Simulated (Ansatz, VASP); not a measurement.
## One calculation of Ge, two programs

```
Ge
1.0
     2.71207    0.00000    0.00000
     0.00000    2.71207    0.00000
     0.00000    0.00000    2.71207
Ge
1
Cartesian
  0.0000 0.0000 0.0000
```

Alike in both runs: functional PBE; k mesh 13 × 13 × 13; occupations fermi-dirac, width 0.05 eV; no spin polarisation.

Ansatz relaxed the structure, and its values are those at the end. VASP's run is a single point on that final structure, the one shown.

```csv
,VASP,Ansatz
version,VASP 6.6.1,Ansatz 0.2.0
potentials or method,"VASP PAW PBE potentials, release 64 (Ge_d)","PAW with Ansatz's default frozen-core files, scalar-relativistic"
plane-wave cutoff (eV),520,420
valence electrons in the cell,14,14
```

```tsv
	VASP	Ansatz	Ansatz less VASP
pressure (GPa)	-0.1	0.0	+0.08
```
